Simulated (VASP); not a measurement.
Write the native input for VASP 6.6.1 that does the following.

```yaml
Task: single point
Functional: PBEsol
Potentials_or_basis: VASP PAW PBE potentials, release 64 (Y_sv)
Cutoff: 520 eV
k_mesh: 16 × 16 × 16
Occupations: gaussian, width 0.15 eV
Spin: no spin polarisation
Dipole_correction: no
Further_INCAR_settings: ALGO = Normal; EDIFF = 1e-06; NBANDS = 12
```

The structure of Y lies in POSCAR:

```
Y
1.0
    0.0000000000      2.3856000000      2.4850000000
    2.3856000000      0.0000000000      2.4850000000
    2.3856000000      2.3856000000      0.0000000000
Y
1
Direct
    0.0000000000      0.0000000000      0.0000000000
```

This cell differs from its parent crystal: strain -0.040 along x and y, +0.000 along z.

These files were run (other wordings do the same):

INCAR

```
SYSTEM = Y
PREC     = Accurate       ! precision mode
ENCUT    = 520            ! plane-wave cutoff, eV
EDIFF    = 1E-6           ! SCF threshold, eV
ISMEAR   = 0              ! smearing method
SIGMA    = 0.15           ! smearing width, eV
LREAL    = .FALSE.        ! projectors in reciprocal space
LASPH    = .TRUE.         ! aspherical terms in the spheres
NELM     = 60             ! most SCF steps
ALGO     = Normal         ! electronic algorithm
ISIF     = 2              ! what is computed and relaxed
LWAVE    = .FALSE.        ! write WAVECAR
LCHARG   = .FALSE.        ! write CHGCAR
GGA      = PS             ! functional
NBANDS   = 12             ! bands
```

KPOINTS

```
Automatic mesh
0
G
  16 16 16
  0 0 0
```

Potentials or basis: VASP PAW PBE potentials, release 64 (Y_sv).

Run with:

```console
$ cat potpaw_PBE.64/Y_sv/POTCAR > POTCAR
$ mpirun -np 1 vasp_std > vasp.out
```

Results of the run:

```
Pressure               : 4.0 GPa
Band gap on the k mesh : zero (an odd number of electrons rules out a gap without spin polarisation)
```

Caveat: the cell differs from its parent crystal (strain -0.040 along x and y, +0.000 along z); the cell stands under pressure; the PAW data sets were made with another functional, which shifts forces and pressure a little.

It took 48 s on 1 thread of Intel(R) Xeon(R) 6975P-C (Granite Rapids), on a shared host, peak memory 0.28 GiB.
